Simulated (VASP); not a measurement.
Set up this calculation in VASP 6.6.1, as the native input.

```
Task                   : single point
Functional             : PBEsol
Potentials or basis    : VASP PAW PBE potentials, release 64 (Te)
Cutoff                 : 520 eV
k mesh                 : 8 × 8 × 8
Occupations            : fermi-dirac, width 0.05 eV
Spin                   : no spin polarisation
Dipole correction      : no
Further INCAR settings : ALGO = Normal; EDIFF = 1e-06; NBANDS = 9
```

The structure of Te lies in POSCAR:

```
Te
1.0
    2.3059043427      1.3313144930      1.6909537039
   -2.3059043427      1.3313144930      1.6909537039
    0.0000000000     -2.6626289860      1.6909537039
Te
1
Direct
    0.5000000000      0.5000000000      0.5000000000
```

One way to write it, as run:

INCAR

```
SYSTEM = Te
  PREC = Accurate
  ENCUT = 520
  EDIFF = 1E-6
  ISMEAR = -1
  SIGMA = 0.05
  LREAL = .FALSE.
  LASPH = .TRUE.
  NELM = 100
  ALGO = Normal
  ISIF = 2
  LWAVE = .FALSE.
  LCHARG = .TRUE.
  GGA = PS
  LELF = .TRUE.
  LVHAR = .TRUE.
  NBANDS = 9
```

KPOINTS

```
Automatic mesh
0
G
  8 8 8
  0 0 0
```

Potentials or basis: VASP PAW PBE potentials, release 64 (Te).

Command:

```bash
$ cat potpaw_PBE.64/Te/POTCAR > POTCAR
$ mpirun -np 1 vasp_std > vasp.out
```

It gave:

```json
{
  "Pressure": "0.1 GPa",
  "Band gap on the k mesh": "zero (band 3 reaches 9.42 eV, above the bottom of band 4 at 4.48 eV)"
}
```

Caveat: the PAW data sets were made with another functional, which shifts forces and pressure a little; spin-orbit coupling is left out, which moves the levels of the heavy elements.

Wall time 10 s on 1 thread of AMD EPYC 7R13 Processor (Zen 3) (shared host), peak memory 0.12 GiB.
